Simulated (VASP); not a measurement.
Wanted: the native input for a VASP 6.6.1 run.

* Task: single point
* Functional: PBE
* Potentials or basis: VASP PAW PBE potentials, release 64 (Ta_pv, H)
* Cutoff: 520 eV
* k mesh: 6 × 6 × 4
* Occupations: gaussian, width 0.1 eV
* Spin: no spin polarisation
* Dipole correction: no
* Further INCAR settings: ALGO = Normal; EDIFF = 1e-06; NBANDS = 17

The structure of TaH5 lies in POSCAR:

```
TaH5
1.0
    3.9925355400      0.0000000000      0.0000000000
   -1.9962677700      3.4576372000      0.0000000000
    0.0000000000      0.0000000000      3.9692342400
Ta H
1 5
Direct
    0.0000000000      0.0000000000      0.5000000000
    0.6700041300      0.0000000000      0.0000000000
    0.3299958700      0.3299958700      0.0000000000
    0.0000000000      0.6700041300      0.0000000000
    0.6666666700      0.3333333300      0.5000000000
    0.3333333300      0.6666666700      0.5000000000
```

The cell was built from a structure type or drawn by symmetry, and may not be a known phase.

One way to write it, as run:

INCAR

```
PREC = Accurate ; ENCUT = 520
EDIFF = 1E-6 ; ISMEAR = 0
SIGMA = 0.1 ; LREAL = F
LASPH = T ; NELM = 80
ALGO = Normal ; ISIF = 2
LWAVE = F ; LCHARG = F
GGA = PE ; NBANDS = 17
```

KPOINTS

```
Automatic mesh
0
Gamma
  6 6 4
```

Potentials or basis: VASP PAW PBE potentials, release 64 (Ta_pv, H).

Run with:

```console
$ cat potpaw_PBE.64/Ta_pv/POTCAR potpaw_PBE.64/H/POTCAR > POTCAR
$ mpirun -np 1 vasp_std > vasp.out
```

It gave:

- Pressure: -32.7 GPa
- Largest force: 1.151 eV/Å
- Band gap on the k mesh: zero (bands 8 and 9 overlap by 1.06 eV)

Caveat: the k points lie up to 0.40 Å⁻¹ apart, too coarse for converged energies and pressures of a metal; spin-orbit coupling is left out, which moves the levels of the heavy elements; forces of over 1 eV/Å act on the atoms, so gaps and moduli don't describe the material at rest.

Wall time 15 s on 1 thread of AMD EPYC 7R13 Processor (Zen 3) (shared host), peak memory 0.14 GiB.
